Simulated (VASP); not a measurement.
TePb, 2 atoms in the cell. The structure is cubic, space group Pm-3m (No. 221). The conventional cell has a = 3.921 Å, b = 3.921 Å, c = 3.921 Å, α = 90.00°, β = 90.00°, γ = 90.00°. Pb (site symmetry m-3m) has 8 Te at 3.40 Å and 6 Pb at 3.92 Å within 4.5 Å. Within 4.5 Å of Te (site symmetry m-3m) lie 8 Pb at 3.40 Å and 6 Te at 3.92 Å. 

| Property | Result |
| --- | --- |
| Program | VASP 6.6.1 |
| Task | single point |
| Functional | B3LYP |
| Potentials or basis | VASP PAW PBE potentials, release 64 (Pb_d, Te) |
| Cutoff | 520 eV |
| k mesh | 4 × 4 × 4 |
| Occupations | fermi-dirac, width 0.05 eV |
| Spin | no spin polarisation |
| Dipole correction | no |
| Grid for exact exchange (PRECFOCK) | Normal |
| Further INCAR settings | ALGO = Normal; EDIFF = 1e-06; NBANDS = 17 |
| Share of exact exchange | 0.2 |

Potentials or basis: VASP PAW PBE potentials, release 64 (Pb_d, Te).

Command:

```console
$ cat potpaw_PBE.64/Pb_d/POTCAR potpaw_PBE.64/Te/POTCAR > POTCAR
$ cp INCAR.step1 INCAR
$ mpirun -np 1 vasp_std > vasp.out
$ cp INCAR.step2 INCAR
$ mpirun -np 1 vasp_std > vasp.out
```

Hardware: 1 thread of Intel Xeon 8259CL, on a shared host.

Estimate the wall time of this run.

It took 21 min on 1 thread of Intel Xeon 8259CL, with other jobs on the host, peak memory 0.18 GiB. Counts: k points 10.
